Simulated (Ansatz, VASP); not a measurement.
Ta in VASP and in Ansatz

```
Ta
1.0
     0.00000    2.20193    2.20193
     2.20193    0.00000    2.20193
     2.20193    2.20193    0.00000
Ta
1
Direct
  0.00000 0.00000 0.00000
```

Alike in both runs: task single point; functional revPBE; k mesh 14 × 14 × 14; occupations fermi-dirac, width 0.1 eV; no spin polarisation.

|  | VASP | Ansatz |
| --- | --- | --- |
| version | VASP 6.6.1 | Ansatz 0.2.0 |
| potentials or method | VASP PAW PBE potentials, release 64 (Ta_pv), cutoff 520 eV | plane waves (420 eV) with PAW, scalar-relativistic |
| valence electrons in the cell | 11 | 13 |

VASP gave:

* pressure (GPa): -16.9

Estimate Ansatz's values.

pressure (GPa): -16.8.

VASP's potentials were made for PBE, not for revPBE. VASP's potentials hold 11 valence electrons a cell and Ansatz's 13, so a difference there can come from the potentials and not from the codes.

Neither program's run includes spin-orbit coupling.
